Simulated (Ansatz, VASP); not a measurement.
## One calculation of BN, two programs

```
CELL_PARAMETERS angstrom
0.00000 1.74583 1.74583
1.74583 0.00000 1.74583
1.74583 1.74583 0.00000
ATOMIC_POSITIONS crystal
B 0.00000 0.00000 0.00000
N 0.50000 0.50000 0.50000
```

Alike in both runs: task single point; functional PBE; k mesh 8 × 8 × 8; occupations tetrahedron; no spin polarisation.

|  | VASP | Ansatz |
| --- | --- | --- |
| version | VASP 6.6.1 | Ansatz 0.2.0 |
| potentials or method | VASP PAW PBE potentials, release 64 (B, N) | plane waves |
| plane-wave cutoff (eV) | 520 | 420 |
| valence electrons in the cell | 8 | 8 |

VASP gave:

* gap on the k mesh at the Fermi level (eV): 1.33
* pressure (GPa): 3.8

Q: Which values does Ansatz return?

A: gap on the k mesh at the Fermi level (eV): 1.34; pressure (GPa): 3.9.

Ansatz's warnings: band table not solved further, tetrahedron derivatives may miss energy slope.
